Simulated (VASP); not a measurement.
Set up this calculation in VASP 6.6.1, as the native input.

- Task: single point
- Functional: PBE
- Potentials or basis: VASP PAW PBE potentials, release 64 (Ge_d)
- Cutoff: 520 eV
- k mesh: 6 × 6 × 6
- Occupations: gaussian, width 0.1 eV
- Spin: no spin polarisation
- Dipole correction: no
- Further INCAR settings: ALGO = Normal; EDIFF = 1e-06; NBANDS = 13

The structure of Ge lies in POSCAR:

```
Ge
1.0
    2.7013939453      0.0000000000      0.0000000000
    0.0000000000      2.7013939453      0.0000000000
    0.0000000000      0.0000000000      2.7286354176
Ge
1
Direct
    0.0000000000      0.0000000000      0.0000000000
```

These files were run (other wordings do the same):

INCAR

```
SYSTEM = Ge
ALGO     = Normal         ! electronic algorithm
EDIFF    = 1E-6           ! SCF threshold, eV
ENCUT    = 520            ! plane-wave cutoff, eV
GGA      = PE             ! functional
ISIF     = 2              ! what is computed and relaxed
ISMEAR   = 0              ! smearing method
LASPH    = .True.         ! aspherical terms in the spheres
LCHARG   = .True.         ! write CHGCAR
LELF     = .True.         ! ELF
LREAL    = .False.        ! projectors in reciprocal space
LVHAR    = .True.       
LWAVE    = .False.        ! write WAVECAR
NBANDS   = 13             ! bands
NELM     = 100            ! most SCF steps
PREC     = Accurate       ! precision mode
SIGMA    = 0.1            ! smearing width, eV
```

KPOINTS

```
k-points
0
Gamma
  6 6 6
  0 0 0
```

Potentials or basis: VASP PAW PBE potentials, release 64 (Ge_d).

The run is started by

```bash
$ cat potpaw_PBE.64/Ge_d/POTCAR > POTCAR
$ mpirun -np 1 vasp_std > vasp.out
```

Results of the run:

| Quantity | Value |
| --- | --- |
| Pressure | -0.4 GPa |
| Band gap on the k mesh | zero (band 7 reaches 12.25 eV, above the bottom of band 8 at 3.42 eV) |

Caveat: the k points lie up to 0.39 Å⁻¹ apart.

Run time: 3.7 s on 1 thread of Intel(R) Xeon(R) 6975P-C (Granite Rapids), on a shared host, peak memory 0.12 GiB.
